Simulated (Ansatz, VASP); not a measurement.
**Two plane-wave programs on Pt**

File INCAR:

```
SYSTEM = Pt
ALGO     = Fast           ! electronic algorithm
EDIFF    = 1E-6           ! SCF threshold, eV
ENCUT    = 520            ! plane-wave cutoff, eV
GGA      = CA             ! functional
ISIF     = 2              ! what is computed and relaxed
ISMEAR   = 0              ! smearing method
LASPH    = .True.         ! aspherical terms in the spheres
LCHARG   = .False.        ! write CHGCAR
LREAL    = .False.        ! projectors in reciprocal space
LWAVE    = .False.        ! write WAVECAR
NBANDS   = 28             ! bands
NELM     = 80             ! most SCF steps
PREC     = Accurate       ! precision mode
SIGMA    = 0.15           ! smearing width, eV
```

KPOINTS

```
k-points
0
Gamma
  18 18 6
  0 0 0
```

The input POSCAR:

```
Pt
1.0
    2.7082945870      0.0000000000      0.0000000000
   -1.3541472935      2.3454519133      0.0000000000
    0.0000000000      0.0000000000      9.3530207388
Pt
4
Direct
    0.6559793267      0.3887597521      0.3750000000
    0.6559793267      0.3887597521      0.8750000000
    0.3440206733      0.6112402479      0.1250000000
    0.3440206733      0.6112402479      0.6250000000
```

Input for Ansatz:

```yaml
crystal:
  lattice:
    - [2.708294587, 0.0, 0.0]
    - [-1.3541472935, 2.3454519133, 0.0]
    - [0.0, 0.0, 9.3530207388]
  atoms:
    - { symbol: Pt, position: [0.6559793267, 0.3887597521, 0.375] }
    - { symbol: Pt, position: [0.6559793267, 0.3887597521, 0.875] }
    - { symbol: Pt, position: [0.3440206733, 0.6112402479, 0.125] }
    - { symbol: Pt, position: [0.3440206733, 0.6112402479, 0.625] }
basis:
  ecutwfc: 420
kpoints:
  mp_grid: { grid: [18, 18, 6] }
hamiltonian:
  xc: lda
  pseudopotentials: { kind: paw, azcp: { folder: soft_1 } }
scf:
  occupations: { method: gaussian, width: 0.15 }
output:
  forces: true
  stress: true
  eigenvalues: true
```

Change from the starting cell: mode 1 frozen in at -0.104 Å and mode 2 at +0.130 Å (largest displacements).

Alike in both runs: task single point; functional LDA; k mesh 18 × 18 × 6; occupations gaussian, width 0.15 eV; no spin polarisation.

|  | VASP | Ansatz |
| --- | --- | --- |
| version | VASP 6.6.1 | Ansatz 0.2.0 |
| potentials or method | VASP PAW LDA potentials, release 64 (Pt), cutoff 520 eV | scalar-relativistic, plane waves, PAW |
| valence electrons in the cell | 40 | 72 |

```tsv
	VASP	Ansatz	Ansatz less VASP
gap on the k mesh at the Fermi level (eV)	none	none	-
pressure (GPa)	2.4	1.6	-0.78
traceless stress, the component that is largest in VASP (GPa)	2.92	3.18	+0.263
rms of the force components (eV/Å)	0.193	0.190	-0.0027
```

Ansatz warns that its potentials were made for another functional, while VASP's fit it. LDA's correlation is that of Perdew and Zunger in VASP and of Perdew and Wang (1992) in Ansatz. Atom by atom the forces differ by 0.006 eV/Å (rms over components). A gap of «none» marks a metal or a gap that the smearing closes. VASP's potentials hold 40 valence electrons a cell and Ansatz's 72, so a difference there can come from the potentials and not from the codes.

Neither program's run includes spin-orbit coupling.
